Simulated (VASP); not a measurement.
# Yb (P6_3/mmc) in VASP: notebook

Runs on Yb. Level: PBE. Tasks: single point.

Program: VASP 6.6.1. These are calculated values, not measurements. Logs are shortened: lines on timing, memory, paths and dates and some standing lists are left out, and cuts for length are marked.

### 1 The cell of the first run

The structure is hexagonal, space group P6_3/mmc (No. 194). Conventional cell: a = 3.880 Å, b = 3.880 Å, c = 6.386 Å, α = 90.00°, β = 90.00°, γ = 120.00°. Yb (site symmetry -6m2) has 12 Yb at 3.88 to 3.90 Å within 5.1 Å.

This isn't the form of Yb at room conditions, which is fcc.

### 2 Single point, PBE, collinear spin, ferromagnetic start

The input, INCAR:

```
PREC     = Accurate       # precision mode
ENCUT    = 520            # plane-wave cutoff, eV
EDIFF    = 1E-7           # SCF threshold, eV
ISMEAR   = -1             # smearing method
SIGMA    = 0.05           # smearing width, eV
LREAL    = False          # projectors in reciprocal space
LASPH    = True           # aspherical terms in the spheres
NELM     = 150            # most SCF steps
ALGO     = Normal         # electronic algorithm
ISIF     = 2              # what is computed and relaxed
LWAVE    = False          # write WAVECAR
LCHARG   = True           # write CHGCAR
ISPIN    = 2              # spin polarisation
MAGMOM   = 1.5 1.5        # initial moments
LORBIT   = 11             # projections on sites
NUPDOWN  = 3.0            # fixed moment
LMAXMIX  = 6              # l up to which the mixer works
GGA      = PE             # functional
LELF     = True           # ELF
LVHAR    = True         
NBANDS   = 35             # bands
```

The input, KPOINTS:

```
Automatic mesh
0
Gamma
  7 7 4
```

The input, POSCAR:

```
Yb
1.0
    3.8799000000      0.0000000000      0.0000000000
   -1.9399500000      3.3600919641      0.0000000000
    0.0000000000      0.0000000000      6.3859000000
Yb
2
Direct
    0.6666666667      0.3333333333      0.7500000000
    0.3333333333      0.6666666667      0.2500000000
```

Potentials or basis: VASP PAW PBE potentials, release 64 (Yb).

Command:

```bash
> cat potpaw_PBE.64/Yb/POTCAR > POTCAR
> mpirun -np 1 vasp_std > vasp.out
```

OUTCAR:

```text
PREC = Accurate
   ENCUT = 520
   EDIFF = 1E-7
   ISMEAR = -1
   LREAL = False
   LASPH = True
   NELM = 150
   ISIF = 2
   ISPIN = 2
   LORBIT = 11
   NUPDOWN = 3.0
   GGA = PE

 ion  position               nearest neighbor table
   1  0.667  0.333  0.750-
   2  0.333  0.667  0.250-

  LATTYP: Found a hexagonal cell.
 ALAT       =     3.8799000000
 C/A-ratio  =     1.6458929354

  Lattice vectors:

 A1 = (   3.8799000000,   0.0000000000,   0.0000000000)
 A2 = (  -1.9399500000,   3.3600919641,   0.0000000000)
 A3 = (   0.0000000000,   0.0000000000,   6.3859000000)

Analysis of symmetry for initial positions (statically):
=====================================================================
 Subroutine PRICEL returns:
 Original cell was already a primitive cell.

 Routine SETGRP: Setting up the symmetry group for a
 hexagonal supercell.

 Subroutine GETGRP returns: Found 24 space group operations
 (whereof 12 operations were pure point group operations)
 out of a pool of 24 trial point group operations.

The static configuration has the point symmetry D_3d.
 The point group associated with its full space group is D_6h.

Analysis of symmetry for dynamics (positions and initial velocities):
=====================================================================
 Subroutine PRICEL returns:
 Original cell was already a primitive cell.

 Routine SETGRP: Setting up the symmetry group for a
 hexagonal supercell.

 Subroutine GETGRP returns: Found 24 space group operations
 (whereof 12 operations were pure point group operations)
 out of a pool of 24 trial point group operations.

The dynamic configuration has the point symmetry D_3d.
 The point group associated with its full space group is D_6h.

Analysis of structural, dynamic, and magnetic symmetry:
=====================================================================
 Subroutine PRICEL returns:
 Original cell was already a primitive cell.

 Routine SETGRP: Setting up the symmetry group for a
 hexagonal supercell.

 Subroutine GETGRP returns: Found 24 space group operations
 (whereof 12 operations were pure point group operations)
 out of a pool of 24 trial point group operations.

The overall configuration has the point symmetry D_3d.
 The point group associated with its full space group is D_6h.

 Subroutine INISYM returns: Found 24 space group operations
 (whereof 12 operations are pure point group operations),
 and found     1 'primitive' translations

----------------------------------------------------------------------------------------

                                     Primitive cell

  volume of cell :      83.2518

  direct lattice vectors                    reciprocal lattice vectors
     3.879900000  0.000000000  0.000000000     0.257738602  0.148805451  0.000000000
    -1.939950000  3.360091964  0.000000000     0.000000000  0.297610902  0.000000000
     0.000000000  0.000000000  6.385900000     0.000000000  0.000000000  0.156594998

  length of vectors
     3.879900000  3.879900000  6.385900000     0.297610902  0.297610902  0.156594998

  position of ions in fractional coordinates (direct lattice)
     0.666666667  0.333333333  0.750000000
     0.333333333  0.666666667  0.250000000

  ion indices of the primitive-cell ions
   primitive index   ion index
                 1           1
                 2           2

----------------------------------------------------------------------------------------

 KPOINTS: Automatic mesh

Automatic generation of k-mesh.
 Grid dimensions read from file:
 generate k-points for:    7    7    4

 Generating k-lattice:

  Cartesian coordinates                     Fractional coordinates (reciprocal lattice)
     0.036819800  0.021257922  0.000000000     0.142857143 -0.000000000  0.000000000
     0.000000000  0.042515843  0.000000000     0.000000000  0.142857143  0.000000000
     0.000000000  0.000000000  0.039148750     0.000000000  0.000000000  0.250000000

  Length of vectors
     0.042515843  0.042515843  0.039148750

  Shift w.r.t. Gamma in fractional coordinates (k-lattice)
     0.000000000  0.000000000  0.000000000

 Subroutine IBZKPT returns following result:
 ===========================================

 Found     24 irreducible k-points:

 Following reciprocal coordinates:
            Coordinates               Weight
  0.000000  0.000000  0.000000      1.000000
  0.142857  0.000000  0.000000      6.000000
  0.285714  0.000000  0.000000      6.000000
  0.428571 -0.000000  0.000000      6.000000
  0.142857  0.142857  0.000000      6.000000
  0.285714  0.142857  0.000000     12.000000
[... 16 lines left out ...]
  0.428571  0.142857  0.500000      6.000000
  0.285714  0.285714  0.500000      6.000000
   k-points           NKPTS =     24   k-points in BZ     NKDIM =     24   number of bands    NBANDS=     35
   number of dos      NEDOS =    301   number of ions     NIONS =      2
   total plane-waves  NPLWV =  43200
   dimension x,y,z NGX =    30 NGY =   30 NGZ =   48
   dimension x,y,z NGXF=    60 NGYF=   60 NGZF=   96
   ions per type =               2
   NGX,Y,Z   is equivalent  to a cutoff of  12.85, 12.85, 12.50 a.u.
   NGXF,Y,Z  is equivalent  to a cutoff of  25.71, 25.71, 24.99 a.u.
 SYSTEM =  unknown system
   PREC   = accura    normal or accurate (medium, high low for compatibility)
   ISTART =      0    job   : 0-new  1-cont  2-samecut
   ICHARG =      2    charge: 1-file 2-atom 10-const
   ISPIN  =      2    spin polarized calculation?
   LNONCOLLINEAR =      F non collinear calculations
   LSORBIT =      F    spin-orbit coupling
   LASPH  =      T    aspherical Exc in radial PAW
   ENCUT  =  520.0 eV  38.22 Ry    6.18 a.u.   7.21  7.21 11.87*2*pi/ulx,y,z
   NELM   =    150;   NELMIN=  2; NELMDL= -5     # of ELM steps
   EDIFF  = 0.1E-06   stopping-criterion for ELM
   LREAL  =      F    real-space projection
   EDIFFG = 0.1E-05   stopping-criterion for IOM
   NSW    =      0    number of steps for IOM
   IBRION =     -1    ionic relax: 0-MD 1-quasi-New 2-CG
   NFREE  =      0    steps in history (QN), initial steepest desc. (CG)
   ISIF   =      2    stress and relaxation
   ISYM   =      2    0-nonsym 1-usesym 2-fastsym
   POTIM  = 0.5000    time-step for ionic-motion
   TEBEG  =    0.0;   TEEND  =   0.0 temperature during run
   PSTRESS=    0.0 pullay stress
   NELECT =      48.0000    total number of electrons
   NUPDOWN=       3.0000    fix difference up-down
   EMIN   =  10.00;   EMAX   =-10.00  energy-range for DOS
   EFERMI =   0.00;   METHOD = LEGACY
   ISMEAR =    -1;   SIGMA  =   0.05  broadening in eV -4-tet -1-fermi 0-gaus
   EFERMI_NEDOS =   21; number of points for ismear=-14 and -15
   IALGO  =     38    algorithm
   IMIX   =      4    mixing-type and parameters
     AMIX     =   0.40;   BMIX     =  1.00
     AMIX_MAG =   1.60;   BMIX_MAG =  1.00
  volume/ion in A,a.u.               =      41.63       280.91
  Fermi-wavevector in a.u.,A,eV,Ry     =   1.362565  2.574875 25.260359  1.856584
  Thomas-Fermi vector in A             =   2.489044
   LORBIT       =     11    0 simple, 1 ext, 2 COOP (PROOUT), +10 PAW based schemes
   GGA     = PE    functional components
   LHFCALC =     F    Hartree Fock is set to
   AEXX    =    0.0000 exact exchange contribution
   IVDW    =     0    specifies the selected vdW correction
   LEPSILON=     F    determine dielectric tensor
   LRPA    =     F    only Hartree local field effects (RPA)
 spin polarized calculation
  energy-cutoff  :      520.00
  volume of cell :       83.25
 maximum number of plane-waves:      2254
 NGX is ok and might be reduce to    30
   NGX = 15   NGY = 15   NGZ = 23

 number of electron      48.0000034 magnetization       3.0000000

 Free energy of the ion-electron system (eV)
  ---------------------------------------------------
  ext. energy  EPLUGINS =         0.00000000
  ---------------------------------------------------
  free energy    TOTEN  =        -6.23720722 eV

  energy without entropy =       -6.10880496  energy(sigma->0) =       -6.17300609

 E-fermi :   0.2863     XC(G=0):  -8.7926

 val. band max:        1.3591093838   @ k =   0.2857   0.1429   0.5000
 cond. band min:       0.3563509856   @ k =   0.1429   0.0000   0.0000
 fundamental gap:     -1.0027583982
 Fermi energy:         1.4156399679

 spin component 1

 k-point     1 :       0.0000    0.0000    0.0000
  band No.  band energies     occupation
      1     -51.3461      1.00000
      2     -51.3386      1.00000
      3     -23.7181      1.00000
      4     -23.5396      1.00000
      5     -23.5396      1.00000
      6     -23.5234      1.00000
[... 27 lines left out ...]
     34       6.1490      0.00000
     35       6.8917      0.00000
[... 842 lines left out ...]
      4     -23.6804      1.00000
      5     -23.6222      1.00000
      6     -23.6222      1.00000
[... 27 lines left out ...]
     34       6.8210      0.00000
     35       7.2919      0.00000
 Fermi energy:         0.2863252265

 spin component 2

 k-point     1 :       0.0000    0.0000    0.0000
  band No.  band energies     occupation
      1     -51.0877      1.00000
      2     -51.0805      1.00000
      3     -23.4451      1.00000
      4     -23.2686      1.00000
      5     -23.2686      1.00000
      6     -23.2623      1.00000
[... 27 lines left out ...]
     34       6.5623      0.00000
     35       7.3608      0.00000
[... 843 lines left out ...]
      5     -23.3473      1.00000
      6     -23.3473      1.00000
[... 27 lines left out ...]
     34       7.2664      0.00000
     35       7.7649      0.00000

------------------------ aborting loop because EDIFF is reached ----------------------------------------

  FORCE on cell =-STRESS in cart. coord.  units (eV):
  Direction    XX          YY          ZZ          XY          YZ          ZX
  --------------------------------------------------------------------------------------
  -------------------------------------------------------------------------------------
  Total       -1.3275537     -1.3275537     -1.7900085      0.0000000      0.0000000      0.0000000
  in kB      -25.5487034    -25.5487034    -34.4486229      0.0000000      0.0000000      0.0000000
  external PRESSURE =     -28.5153432 kB  Pullay stress =       0.0000000 kB

 VOLUME and BASIS-vectors are now :
 -----------------------------------------------------------------------------
  energy-cutoff  :      520.00
  volume of cell :       83.25
      direct lattice vectors                 reciprocal lattice vectors
     3.879900000  0.000000000  0.000000000     0.257738602  0.148805451  0.000000000
    -1.939950000  3.360091964  0.000000000     0.000000000  0.297610902  0.000000000
     0.000000000  0.000000000  6.385900000     0.000000000  0.000000000  0.156594998

 POSITION                                       TOTAL-FORCE (eV/Angst)
 -----------------------------------------------------------------------------------
      1.93995      1.12003      4.78943         0.000000     -0.000000      0.000000
     -0.00000      2.24006      1.59648        -0.000000      0.000000      0.000000
 -----------------------------------------------------------------------------------
    total drift:                               -0.000000      0.000000     -0.000000

  FREE ENERGIE OF THE ION-ELECTRON SYSTEM (eV)
  ---------------------------------------------------
  free  energy   TOTEN  =        -6.2372072226 eV

  energy  without entropy=       -6.1088049599  energy(sigma->0) =       -6.17300609

 total charge

# of ion       s       p       d       f       tot
--------------------------------------------------
    1        2.186   5.981   0.279  13.528  21.974
    2        2.186   5.981   0.279  13.528  21.974
--------------------------------------------------
tot          4.372  11.963   0.558  27.056  43.948

 magnetization (x)

# of ion       s       p       d       f       tot
--------------------------------------------------
    1        0.027   0.097   0.223   0.307   0.653
    2        0.027   0.097   0.223   0.307   0.653
--------------------------------------------------
tot          0.053   0.193   0.446   0.613   1.305
```

Run time: 3 min. Hardware: 1 thread of Intel Xeon 6975P-C (Granite Rapids), shared host; peak memory 0.3 GiB.

Results:

```yaml
Free_energy: -6.2372 eV
Pressure: -2.9 GPa
Net_moment: 3.00 μB per cell
Site_moments: Yb +0.65 μB
Valence_electrons_inside_the_program's_atomic_spheres: Yb 21.97
```

Caveat: spin-orbit coupling is left out, which moves the levels of the heavy elements; the total moment is fixed, so each spin has its own Fermi level and the state may be an excited one. The state reached can hang on the start; a lower one may exist.

### 3 Single point, PBE, collinear spin, ferromagnetic start

The input, INCAR:

```
  PREC = Accurate
  ENCUT = 520
  EDIFF = 1E-6
  ISMEAR = -1
  SIGMA = 0.05
  LREAL = F
  LASPH = T
  NELM = 150
  ALGO = Normal
  ISIF = 2
  LWAVE = F
  LCHARG = F
  ISPIN = 2
  MAGMOM = 2 2
  LORBIT = 11
  NUPDOWN = 4.0
  LMAXMIX = 6
  GGA = PE
  NBANDS = 35
```

The input, KPOINTS:

```
regular mesh
0
Gamma
  7 7 4
```

POSCAR is that of step 2.

Potentials or basis: VASP PAW PBE potentials, release 64 (Yb).

Command:

```bash
> cat potpaw_PBE.64/Yb/POTCAR > POTCAR
> mpirun -np 1 vasp_std > vasp.out
```

Wall time 3.5 min (1 thread of Intel Xeon 6975P-C (Granite Rapids), shared host); peak memory 0.3 GiB.

It converged, with:

```yaml
Free_energy: -5.4668 eV
Pressure: -2.8 GPa
Net_moment: 4.00 μB per cell
Site_moments: Yb +0.88 μB
Valence_electrons_inside_the_program's_atomic_spheres: Yb 21.95
```

Stress tensor (GPa, compression positive):
```
-2.03  0.00  0.00
 0.00 -2.03  0.00
 0.00  0.00 -4.40
```

Caveat: spin-orbit coupling is left out, which moves the levels of the heavy elements; the total moment is fixed, so each spin has its own Fermi level and the state may be an excited one. The state reached can hang on the start; a lower one may exist.
